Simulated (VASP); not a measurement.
Write the native input for VASP 6.6.1 that does the following.

```
Task                   : single point
Functional             : PBE
Dispersion             : D3(BJ)
Potentials or basis    : VASP PAW PBE potentials, release 64 (Mo_sv, Os, Se, S)
Cutoff                 : 520 eV
k mesh                 : 12 × 12 × 4
Occupations            : gaussian, width 0.1 eV
Spin                   : no spin polarisation
Dipole correction      : no
Further INCAR settings : ALGO = Normal; EDIFF = 1e-06; NBANDS = 32
```

The structure of MoOsSe2S2 lies in POSCAR:

```
MoOsSe2S2
1.0
    3.1872296484      0.0000000000      0.0000000000
   -1.5936148242      2.7602218432      0.0000000000
    0.0000000000      0.0000000000     13.4817244821
Mo Os Se S
1 1 2 2
Direct
    0.0000000000      0.0000000000      0.5000000000
    0.0000000000      0.0000000000      0.0000000000
    0.6666666667      0.3333333333      0.8721561155
    0.6666666667      0.3333333333      0.1278438845
    0.6666666667      0.3333333333      0.6153959040
    0.6666666667      0.3333333333      0.3846040960
```

These files were run (other wordings do the same):

INCAR

```
SYSTEM = MoOsSe2S2
  ALGO = Normal
  EDIFF = 1E-6
  ENCUT = 520
  GGA = PE
  ISIF = 2
  ISMEAR = 0
  IVDW = 12
  LASPH = .True.
  LCHARG = .True.
  LELF = .True.
  LREAL = .False.
  LVHAR = .True.
  LWAVE = .False.
  NBANDS = 32
  NELM = 80
  PREC = Accurate
  SIGMA = 0.1
```

KPOINTS

```
k-points
0
Gamma
  12 12 4
  0 0 0
```

Potentials or basis: VASP PAW PBE potentials, release 64 (Mo_sv, Os, Se, S).

The run is started by

```bash
$ cat potpaw_PBE.64/Mo_sv/POTCAR potpaw_PBE.64/Os/POTCAR potpaw_PBE.64/Se/POTCAR potpaw_PBE.64/S/POTCAR > POTCAR
$ mpirun -np 1 vasp_std > vasp.out
```

It gave:

```yaml
Pressure: 0.2 GPa
Largest_force: 0.046 eV/Å
Band_gap_on_the_k_mesh: zero (bands 23 and 24 overlap by 1.44 eV)
Dispersion_energy_per_atom: -0.413 eV
```

Caveat: spin-orbit coupling is left out, which moves the levels of the heavy elements.

It took 120 s on 1 thread of Intel(R) Xeon(R) 6975P-C (Granite Rapids), with other jobs on the host, peak memory 0.39 GiB.
